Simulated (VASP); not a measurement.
Here is a VASP 6.6.1 calculation.

POSCAR

```
AlN
1.0
    4.3679871192      0.0000000000      0.0000000000
    0.0000000000     -4.3679871192      0.0000000000
    0.0000000000      0.0000000000     -4.3679871192
Al N
4 4
Direct
   -0.0485651694      0.5485651694      0.5000000000
    0.5000000000      0.0000000000      0.5000000000
    0.5000000000      0.5000000000      0.0000000000
    0.0000000000      0.0000000000      0.0000000000
    0.7500000000      0.7500000000      0.7500000000
    0.2500000000      0.2500000000      0.7500000000
    0.2500000000      0.7500000000      0.2500000000
    0.7500000000      0.2500000000      0.2500000000
```

INCAR.step1

```
SYSTEM = AlN
PREC = Accurate
ENCUT = 520
ISMEAR = 0
SIGMA = 0.05
LREAL = .False.
LASPH = .True.
NELM = 100
NBANDS = 26
GGA = PE
ALGO = Normal
EDIFF = 1E-4
LWAVE = .True.
LCHARG = .False.
```

INCAR.step2

```
SYSTEM = AlN
PREC = Accurate
ENCUT = 520
EDIFF = 1E-6
ISMEAR = 0
SIGMA = 0.05
LREAL = .False.
LASPH = .True.
NELM = 100
ALGO = Normal
ISIF = 2
LWAVE = .False.
LCHARG = .True.
METAGGA = R2SCAN
LMIXTAU = .True.
LELF = .True.
LVHAR = .True.
NBANDS = 26
ISTART = 1
```

File KPOINTS:

```
regular mesh
0
Gamma
  6 6 6
  0 0 0
```

Potentials or basis: VASP PAW PBE potentials, release 64 (Al, N).

Launch:

```sh
$ cat potpaw_PBE.64/Al/POTCAR potpaw_PBE.64/N/POTCAR > POTCAR
$ cp INCAR.step1 INCAR
$ mpirun -np 1 vasp_std > vasp.out
$ cp INCAR.step2 INCAR
$ mpirun -np 1 vasp_std > vasp.out
```

(1) What does it give for the pressure?

(2) Predict the largest force.

(3) What does it give for the band gap on the k mesh?

## Answers

(1) 3.3 GPa.

(2) 7.788 eV/Å.

(3) 2.59 eV.

Caveat: the cell differs from its parent crystal (atom 1 (Al) moved -0.300 Å along Cartesian [1 1 0]); the cell stands under pressure; the PAW data sets were made with another functional, which shifts forces and pressure a little.
